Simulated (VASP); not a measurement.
# HfO2 (Fm-3m) in VASP: dielectric tensor with r2SCAN

Aim: the dielectric tensor of HfO2 with r2SCAN.

Everything below comes from runs of VASP 6.6.1. Logs are shortened: lines on timing, memory, paths and dates and some standing lists are left out, and cuts for length are marked.

## Step 1: The cell of the first run

Symmetry: Fm-3m, No. 225, cubic system. The conventional cell has a = 5.058 Å, b = 5.058 Å, c = 5.058 Å, α = 90.00°, β = 90.00°, γ = 90.00°. Within 2.9 Å of Hf (site symmetry m-3m) lie 8 O at 2.19 Å. O (site symmetry -43m) has 4 Hf at 2.19 Å and 6 O at 2.53 Å within 2.9 Å.

## Step 2: Dielectric tensor, r2SCAN

INCAR

```
SYSTEM = HfO2
  PREC = Accurate
  ENCUT = 520
  EDIFF = 1E-8
  ISMEAR = 0
  SIGMA = 0.01
  LREAL = .FALSE.
  LASPH = .TRUE.
  NELM = 60
  ALGO = Normal
  ISIF = 2
  LWAVE = .FALSE.
  LCHARG = .FALSE.
  METAGGA = R2SCAN
  LMIXTAU = .TRUE.
  LCALCEPS = .TRUE.
```

KPOINTS

```
regular mesh
0
G
  8 8 8
  0 0 0
```

POSCAR

```
HfO2
1.0
    0.0000000000      2.5291823175      2.5291823175
    2.5291823175      0.0000000000      2.5291823175
    2.5291823175      2.5291823175      0.0000000000
Hf O
1 2
Direct
    0.0000000000      0.0000000000      0.0000000000
    0.2500000000      0.2500000000      0.2500000000
    0.7500000000      0.7500000000      0.7500000000
```

Potentials or basis: VASP PAW PBE potentials, release 64 (Hf_pv, O).

Run with:

```sh
$ cat potpaw_PBE.64/Hf_pv/POTCAR potpaw_PBE.64/O/POTCAR > POTCAR
$ mpirun -np 1 vasp_std > vasp.out
```

OUTCAR:

```text
SYSTEM = HfO2
   PREC = Accurate
   ENCUT = 520
   EDIFF = 1E-8
   ISMEAR = 0
   LREAL = .FALSE.
   LASPH = .TRUE.
   NELM = 60
   ISIF = 2
   METAGGA = R2SCAN

 ion  position               nearest neighbor table
   1  0.000  0.000  0.000-   3 2.19   3 2.19   3 2.19   2 2.19   3 2.19   2 2.19   2 2.19   2 2.19

   2  0.250  0.250  0.250-   1 2.19   1 2.19   1 2.19   1 2.19
   3  0.750  0.750  0.750-   1 2.19   1 2.19   1 2.19   1 2.19

  LATTYP: Found a face centered cubic cell.
 ALAT       =     5.0583646350

  Lattice vectors:

 A1 = (   0.0000000000,   2.5291823175,   2.5291823175)
 A2 = (   2.5291823175,   0.0000000000,   2.5291823175)
 A3 = (   2.5291823175,   2.5291823175,   0.0000000000)

Analysis of symmetry for initial positions (statically):
=====================================================================
 Subroutine PRICEL returns:
 Original cell was already a primitive cell.

 Routine SETGRP: Setting up the symmetry group for a
 face centered cubic supercell.

 Subroutine GETGRP returns: Found 48 space group operations
 (whereof 48 operations were pure point group operations)
 out of a pool of 48 trial point group operations.

The static configuration has the point symmetry O_h .

Analysis of symmetry for dynamics (positions and initial velocities):
=====================================================================
 Subroutine PRICEL returns:
 Original cell was already a primitive cell.

 Routine SETGRP: Setting up the symmetry group for a
 face centered cubic supercell.

 Subroutine GETGRP returns: Found 48 space group operations
 (whereof 48 operations were pure point group operations)
 out of a pool of 48 trial point group operations.

The dynamic configuration has the point symmetry O_h .

 Subroutine INISYM returns: Found 48 space group operations
 (whereof 48 operations are pure point group operations),
 and found     1 'primitive' translations

----------------------------------------------------------------------------------------

                                     Primitive cell

  volume of cell :      32.3572

  direct lattice vectors                    reciprocal lattice vectors
     0.000000000  2.529182318  2.529182318    -0.197692352  0.197692352  0.197692352
     2.529182318  0.000000000  2.529182318     0.197692352 -0.197692352  0.197692352
     2.529182318  2.529182318  0.000000000     0.197692352  0.197692352 -0.197692352

  length of vectors
     3.576803935  3.576803935  3.576803935     0.342413197  0.342413197  0.342413197

  position of ions in fractional coordinates (direct lattice)
     0.000000000  0.000000000  0.000000000
     0.250000000  0.250000000  0.250000000
     0.750000000  0.750000000  0.750000000

  ion indices of the primitive-cell ions
   primitive index   ion index
                 1           1
                 2           2
                 3           3

----------------------------------------------------------------------------------------

 KPOINTS: regular mesh

Automatic generation of k-mesh.
 Grid dimensions read from file:
 generate k-points for:    8    8    8

 Generating k-lattice:

  Cartesian coordinates                     Fractional coordinates (reciprocal lattice)
    -0.024711544  0.024711544  0.024711544     0.125000000  0.000000000  0.000000000
     0.024711544 -0.024711544  0.024711544     0.000000000  0.125000000  0.000000000
     0.024711544  0.024711544 -0.024711544     0.000000000  0.000000000  0.125000000

  Length of vectors
     0.042801650  0.042801650  0.042801650

  Shift w.r.t. Gamma in fractional coordinates (k-lattice)
     0.000000000  0.000000000  0.000000000

 Subroutine IBZKPT returns following result:
 ===========================================

 Found     29 irreducible k-points:

 Following reciprocal coordinates:
            Coordinates               Weight
  0.000000  0.000000  0.000000      1.000000
[... 41 lines left out ...]
   NELM   =     60;   NELMIN=  2; NELMDL= -5     # of ELM steps
   EDIFF  = 0.1E-07   stopping-criterion for ELM
   LREAL  =      F    real-space projection
   EDIFFG = 0.1E-06   stopping-criterion for IOM
   NSW    =      0    number of steps for IOM
   IBRION =     -1    ionic relax: 0-MD 1-quasi-New 2-CG
   NFREE  =      0    steps in history (QN), initial steepest desc. (CG)
   ISIF   =      2    stress and relaxation
   ISYM   =      2    0-nonsym 1-usesym 2-fastsym
   POTIM  = 0.5000    time-step for ionic-motion
   TEBEG  =    0.0;   TEEND  =   0.0 temperature during run
   PSTRESS=    0.0 pullay stress
   NELECT =      22.0000    total number of electrons
   NUPDOWN=      -1.0000    fix difference up-down
   EMIN   =  10.00;   EMAX   =-10.00  energy-range for DOS
   EFERMI =   0.00;   METHOD = LEGACY
   ISMEAR =     0;   SIGMA  =   0.01  broadening in eV -4-tet -1-fermi 0-gaus
   EFERMI_NEDOS =   21; number of points for ismear=-14 and -15
   IALGO  =     38    algorithm
   IMIX   =      4    mixing-type and parameters
     AMIX     =   0.40;   BMIX     =  1.00
     AMIX_MAG =   1.60;   BMIX_MAG =  1.00
  volume/ion in A,a.u.               =      10.79        72.79
  Fermi-wavevector in a.u.,A,eV,Ry     =   1.439546  2.720348 28.195259  2.072293
  Thomas-Fermi vector in A             =   2.558390
   LORBIT       =      0    0 simple, 1 ext, 2 COOP (PROOUT), +10 PAW based schemes
   METAGGA = R2SCAN    functional components
   LHFCALC =     F    Hartree Fock is set to
   AEXX    =    0.0000 exact exchange contribution
   IVDW    =     0    specifies the selected vdW correction
   LEPSILON=     F    determine dielectric tensor
   LRPA    =     F    only Hartree local field effects (RPA)
   LRPA       =     F
 non-spin polarized calculation
 Gauss-broadening in eV      SIGMA  =   0.01
  energy-cutoff  :      520.00
  volume of cell :       32.36
 maximum number of plane-waves:       893
   NGX = 13   NGY = 13   NGZ = 13

 Total electronic dipole moment: p[elc]=(    -0.00000    -0.00000    -0.00000 ) |e| Angst

 number of electron      21.9999992 magnetization

 Free energy of the ion-electron system (eV)
  ---------------------------------------------------
  ext. energy  EPLUGINS =         0.00000000
  ---------------------------------------------------
  free energy    TOTEN  =       -68.54748988 eV

  energy without entropy =      -68.54748988  energy(sigma->0) =      -68.54748988

 E-fermi :   4.0704     XC(G=0): -12.6182

 val. band max:        3.9692455915   @ k =   0.5000   0.5000   0.0000
 cond. band min:   10000.0000000000   @ k =   0.0000   0.0000   0.0000
 fundamental gap:   9996.0307544085
 Fermi energy:         4.0703666705

 k-point     1 :       0.0000    0.0000    0.0000
  band No.  band energies     occupation
      1     -26.6562      2.00000
      2     -26.6562      2.00000
      3     -26.6562      2.00000
      4     -15.8031      2.00000
      5     -12.7665      2.00000
      6      -1.5147      2.00000
      7      -1.5147      2.00000
      8      -1.5147      2.00000
      9       3.3291      2.00000
     10       3.3291      2.00000
     11       3.3292      2.00000
     12   10000.0000      0.00000
     13   10000.0000      0.00000
     14   10000.0000      0.00000
[... 401 lines left out ...]
      2     -26.8394      2.00000
      3     -26.7349      2.00000
      4     -14.2116      2.00000
      5     -13.6533      2.00000
      6      -0.9767      2.00000
      7      -0.5910      2.00000
      8       0.3737      2.00000
      9       1.6699      2.00000
     10       2.5760      2.00000
     11       2.6821      2.00000
     12   10000.0000      0.00000
     13   10000.0000      0.00000
     14   10000.0000      0.00000
     15   10000.0000      0.00000

 [... further k-points ...]

------------------------ aborting loop because EDIFF is reached ----------------------------------------

            Ionic dipole moment: p[ion]=(     0.00000     0.00000     0.00000 ) |e| Angst

 Total electronic dipole moment: p[elc]=(     0.00000     0.00000     0.00693 ) |e| Angst

 MACROSCOPIC STATIC DIELECTRIC TENSOR (including local field effects)
 ------------------------------------------------------
           4.873044    -0.000000    -0.000000
           0.000000     4.873044    -0.000000
          -0.000000     0.000000     4.873044
 ------------------------------------------------------

 PIEZOELECTRIC TENSOR (including local field effects) (e Angst)
          XX          YY          ZZ          XY          YZ          ZX
  --------------------------------------------------------------------------------
  x     0.00000     0.00000     0.00000     0.00000     0.00000     0.00000
  y     0.00000     0.00000     0.00000     0.00000     0.00000     0.00000
  z     0.00000     0.00000     0.00000     0.00000     0.00000     0.00000

 PIEZOELECTRIC TENSOR (including local field effects) (C/m^2)
          XX          YY          ZZ          XY          YZ          ZX
  --------------------------------------------------------------------------------
  x     0.00000     0.00000     0.00000     0.00000     0.00000     0.00000
  y     0.00000     0.00000     0.00000     0.00000     0.00000     0.00000
  z     0.00000     0.00000     0.00000     0.00000     0.00000     0.00000

 BORN EFFECTIVE CHARGES (including local field effects) (in |e|, cummulative output)
 ---------------------------------------------------------------------------------
 ion    1
    1     5.47319     0.00000    -0.00000
    2    -0.00000     5.47319    -0.00000
    3    -0.00000    -0.00000     5.47319
 ion    2
    1    -2.73660    -0.00000     0.00000
    2     0.00000    -2.73660     0.00000
    3     0.00000     0.00000    -2.73660
 ion    3
    1    -2.73660    -0.00000     0.00000
    2     0.00000    -2.73660     0.00000
    3    -0.00000     0.00000    -2.73660

  FORCE on cell =-STRESS in cart. coord.  units (eV):
  Direction    XX          YY          ZZ          XY          YZ          ZX
  --------------------------------------------------------------------------------------
  -------------------------------------------------------------------------------------
  Total       -0.8019261     -0.8019261     -0.8019261      0.0000000      0.0000000     -0.0000000
  in kB      -39.7076830    -39.7076830    -39.7076830      0.0000000      0.0000000     -0.0000000
  external PRESSURE =     -39.7076830 kB  Pullay stress =       0.0000000 kB

 VOLUME and BASIS-vectors are now :
 -----------------------------------------------------------------------------
  energy-cutoff  :      520.00
  volume of cell :       32.36
      direct lattice vectors                 reciprocal lattice vectors
     0.000000000  2.529182318  2.529182318    -0.197692352  0.197692352  0.197692352
     2.529182318  0.000000000  2.529182318     0.197692352 -0.197692352  0.197692352
     2.529182318  2.529182318  0.000000000     0.197692352  0.197692352 -0.197692352

 POSITION                                       TOTAL-FORCE (eV/Angst)
 -----------------------------------------------------------------------------------
      0.00000      0.00000      0.00000         0.000000      0.000000     -0.000000
      1.26459      1.26459      1.26459        -0.000000     -0.000000     -0.000000
      3.79377      3.79377      3.79377         0.000000      0.000000      0.000000
 -----------------------------------------------------------------------------------
    total drift:                                0.000000      0.000000      0.000000

  FREE ENERGIE OF THE ION-ELECTRON SYSTEM (eV)
  ---------------------------------------------------
  free  energy   TOTEN  =       -68.5474898819 eV

  energy  without entropy=      -68.5474898819  energy(sigma->0) =      -68.54748988
```

Wall time 49 min (1 thread of Intel Xeon Platinum 8488C (Sapphire Rapids), shared host); peak memory 0.44 GiB.

Results:

| Property | Result |
| --- | --- |
| Band gap on the k mesh | 4.31 eV |
| Electronic dielectric tensor (diagonal) | 4.87 |
| Born charges (mean of the diagonal) | Hf +5.47; O -2.74 e |

Levels at points of the mesh, in eV from the valence-band top:
```
           k point  band 7  band 8  band 9  band 10  band 11  band 12  band 13  band 14  band 15
(0.00, 0.00, 0.00)   -5.48   -5.48   -0.64    -0.64    -0.64     4.42     4.42     6.52    11.09
(0.50, 0.00, 0.00)   -4.40   -3.08   -2.82    -1.90    -1.90     5.12     5.12     7.56     9.64
(0.50, 0.50, 0.00)   -3.60   -3.60   -1.57    -1.57     0.00     4.31     6.05     7.24     8.73
```

Electronic dielectric tensor:
```
4.87 0.00 0.00
0.00 4.87 0.00
0.00 0.00 4.87
```

Born effective charge tensors (e):
atom 1, Hf
```
5.47 0.00 0.00
0.00 5.47 0.00
0.00 0.00 5.47
```
atom 2, O
```
-2.74  0.00  0.00
 0.00 -2.74  0.00
 0.00  0.00 -2.74
```
atom 3, O
```
-2.74  0.00  0.00
 0.00 -2.74  0.00
 0.00  0.00 -2.74
```

Dipole moments of the cell (e·Å, modulo the quantum): ionic 0.000, 0.000, 0.000; electronic 0.000, 0.000, 0.007

Caveat: the PAW data sets were made with another functional, which shifts forces and pressure a little; spin-orbit coupling is left out, which moves the levels of the heavy elements.
